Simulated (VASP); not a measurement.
Input of a VASP 6.6.1 run:

INCAR

```
SYSTEM = NaCl
PREC = Accurate ; ENCUT = 600
EDIFF = 1E-6 ; ISMEAR = 0
SIGMA = 0.02 ; LREAL = .FALSE.
LASPH = .TRUE. ; NELM = 60
ALGO = Normal ; ISIF = 3
LWAVE = .FALSE. ; LCHARG = .FALSE.
GGA = PE ; IBRION = 2
NSW = 80 ; EDIFFG = -0.01
```

KPOINTS

```
regular mesh
0
G
  6 6 6
  0 0 0
```

POSCAR

```
NaCl
1.0
    0.0000000000      3.4478667722      3.4478667722
    3.4478667722      0.0000000000      3.4478667722
    3.4478667722      3.4478667722      0.0000000000
Na Cl
1 1
Direct
    0.0000000000      0.0000000000      0.0000000000
    0.5000000000      0.5000000000      0.5000000000
```

Potentials or basis: VASP PAW PBE potentials, release 64 (Na_pv, Cl).

Run with:

```bash
$ cat potpaw_PBE.64/Na_pv/POTCAR potpaw_PBE.64/Cl/POTCAR > POTCAR
$ mpirun -np 1 vasp_std > vasp.out
```

**Question.** Estimate the relaxed volume.

**Answer.** 23.08 Å³/atom.

**Question.** Predict the relaxed cell.

**Answer.** a = 4.026 Å, b = 4.026 Å, c = 4.026 Å, α = 60.00°, β = 60.00°, γ = 60.00°.

**Question.** What does it give for the band gap on the k mesh?

**Answer.** 5.00 eV.

Final structure:
```cif
data_structure
_symmetry_space_group_name_H-M 'P 1'
_symmetry_Int_Tables_number 1
_cell_length_a 4.0264
_cell_length_b 4.0264
_cell_length_c 4.0264
_cell_angle_alpha 60.000
_cell_angle_beta 60.000
_cell_angle_gamma 60.000
_cell_volume 46.16
loop_
_atom_site_label
_atom_site_type_symbol
_atom_site_fract_x
_atom_site_fract_y
_atom_site_fract_z
_atom_site_occupancy
Na1 Na 0.00000 0.00000 0.00000 1
Cl1 Cl 0.50000 0.50000 0.50000 1
```

Caveat: the volume moved by over 15 % at a fixed basis, so the end points are rough.
